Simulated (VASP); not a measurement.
Here is a VASP 6.6.1 calculation.

File POSCAR:

```
WSe2
1.0
    3.3147188945      0.0000000000      0.0000000000
   -1.6573594472      2.8706307690      0.0000000000
    0.0000000000      0.0000000000     24.0817853218
W Se
2 4
Direct
    0.6666666667      0.3333333333      0.1423922113
    0.3333333333      0.6666666667      0.8576077887
    0.3333333333      0.6666666667      0.2113531704
    0.6666666667      0.3333333333      0.9266195386
    0.3333333333      0.6666666667      0.0733804614
    0.6666666667      0.3333333333      0.7886468296
```

Contents of INCAR.step1:

```
PREC = Accurate ; ENCUT = 520
ISMEAR = 0 ; SIGMA = 0.05
LREAL = False ; LASPH = True
NELM = 80 ; NBANDS = 35
GGA = PE ; ALGO = Normal
EDIFF = 1E-4 ; LWAVE = True
LCHARG = False
```

The input INCAR.step2:

```
PREC = Accurate ; ENCUT = 520
EDIFF = 1E-6 ; ISMEAR = 0
SIGMA = 0.05 ; LREAL = False
LASPH = True ; NELM = 80
ALGO = Normal ; ISIF = 2
LWAVE = False ; LCHARG = True
METAGGA = R2SCAN ; LMIXTAU = True
LELF = True ; LVHAR = True
NBANDS = 35 ; ISTART = 1
```

KPOINTS

```
Automatic mesh
0
Gamma
  12 12 2
```

Potentials or basis: VASP PAW PBE potentials, release 64 (W_sv, Se).

Launch:

```bash
$ cat potpaw_PBE.64/W_sv/POTCAR potpaw_PBE.64/Se/POTCAR > POTCAR
$ cp INCAR.step1 INCAR
$ mpirun -np 1 vasp_std > vasp.out
$ cp INCAR.step2 INCAR
$ mpirun -np 1 vasp_std > vasp.out
```

Problem. What does it give for the largest force?

Solution. 0.044 eV/Å.

Problem. What does it give for the band gap on the k mesh?

Solution. 1.59 eV, indirect (least direct gap 1.61 eV).

Forces in eV/Å, atoms in the order of the input:
```
W    0.000  0.000  0.000
W    0.000  0.000  0.000
Se   0.000  0.000  0.044
Se   0.000  0.000  0.044
Se   0.000  0.000 -0.044
Se   0.000  0.000 -0.044
```

Caveat: the PAW data sets were made with another functional, which shifts forces and pressure a little; spin-orbit coupling is left out, which moves the levels of the heavy elements.
